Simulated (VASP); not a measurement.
## Cu: single point with PBE

Cu:

```
Cu
1.0
     2.66080    0.00000    0.00000
    -1.33040    2.30432    0.00000
     0.00000    0.00000    4.11257
Cu
2
Cartesian
  0.0000 1.5362 1.0281
  1.3304 0.7681 3.0844
```

This cell differs from its parent crystal: strain +0.050 along x and y, +0.000 along z.

* Program: VASP 6.6.1
* Task: single point
* Functional: PBE
* Potentials or basis: VASP PAW PBE potentials, release 64 (Cu_sv_GW)
* Cutoff: 820 eV
* k mesh: 24 × 24 × 12
* Occupations: gaussian, width 0.15 eV
* Spin: no spin polarisation
* Dipole correction: no
* Further INCAR settings: ALGO = Normal; EDIFF = 1e-06; NBANDS = 26

```yaml
Pressure: -7.6 GPa
Band_gap_on_the_k_mesh: zero (bands 19 and 20 overlap by 5.43 eV)
```

Stress tensor (GPa, compression positive):
```
-10.13   0.00   0.00
  0.00 -10.13   0.00
  0.00   0.00  -2.41
```

Levels at points of the mesh, in eV from the Fermi level:
| k point | band 17 | band 18 | band 19 | band 20 | band 21 | band 22 |
| --- | --- | --- | --- | --- | --- | --- |
| (0.00, 0.00, 0.00) | -2.45 | -1.62 | -1.62 | -0.37 | 4.18 | 19.56 |
| (0.50, 0.00, 0.00) | -1.51 | -1.44 | -0.12 | 1.20 | 7.66 | 8.17 |
| (0.00, 0.00, 0.50) | -1.83 | -1.83 | -1.83 | -1.83 | 13.28 | 13.28 |
| (0.50, 0.00, 0.50) | -1.56 | -1.56 | 0.46 | 0.46 | 4.35 | 4.35 |

It took 4.5 min on 1 thread of Intel(R) Xeon(R) 6975P-C (Granite Rapids) (shared host), peak memory 0.59 GiB.

Caveat: the cell differs from its parent crystal (strain +0.050 along x and y, +0.000 along z); the stress differs along the axes, from -10 to -2 GPa.
